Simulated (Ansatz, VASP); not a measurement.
## Ca in VASP and in Ansatz

File INCAR:

```
SYSTEM = Ca
ALGO = Fast ; EDIFF = 1E-7
ENCUT = 520 ; GGA = PE
ISIF = 2 ; ISMEAR = 0
LASPH = .True. ; LCHARG = .False.
LREAL = .False. ; LWAVE = .False.
NBANDS = 17 ; NELM = 60
PREC = Accurate ; SIGMA = 0.15
```

Contents of KPOINTS:

```
k-points
0
Gamma
  15 15 8
  0 0 0
```

Contents of POSCAR:

```
Ca
1.0
    3.9799995206      0.0000000000      0.0000000000
   -1.9899997603      3.4467806919      0.0000000000
    0.0000000000      0.0000000000      5.9984000000
Ca
2
Direct
    0.3333333333      0.6666666667      0.2500000000
    0.6666666667      0.3333333333      0.7500000000
```

Input for Ansatz:

```yaml
crystal:
  lattice:
    - [3.9799995206, 0.0, 0.0]
    - [-1.9899997603, 3.4467806919, 0.0]
    - [0.0, 0.0, 5.9984]
  atoms:
    - { symbol: Ca, position: [0.3333333333, 0.6666666667, 0.25] }
    - { symbol: Ca, position: [0.6666666667, 0.3333333333, 0.75] }
basis:
  ecutwfc: 420
kpoints:
  mp_grid: { grid: [15, 15, 8] }
hamiltonian:
  xc: pbe
scf:
  occupations: { method: gaussian, width: 0.15 }
output:
  forces: true
  stress: true
  eigenvalues: true
  write_density: true
  write_potential: true
  elf: true
  volumetric_format: npy
```

Change from the starting cell: strain +0.000 along x and y, -0.080 along z, atoms carried along.

Alike in both runs: task single point; functional PBE; k mesh 15 × 15 × 8; occupations gaussian, width 0.15 eV; no spin polarisation.

```csv
,VASP,Ansatz
version,VASP 6.6.1,Ansatz 0.2.0
potentials or method,"VASP PAW PBE potentials, release 64 (Ca_sv), cutoff 520 eV","scalar-relativistic, plane waves, PAW"
valence electrons in the cell,20,20
```

```tsv
	VASP	Ansatz	Ansatz less VASP
gap on the k mesh at the Fermi level (eV)	none	none	-
pressure (GPa)	0.7	0.7	0.00
traceless stress, the component that is largest in VASP (GPa)	1.54	1.53	-0.003
```

A gap of «none» marks a metal or a gap that the smearing closes. With one functional, cell and mesh, what is left measures potentials, basis and numerics.
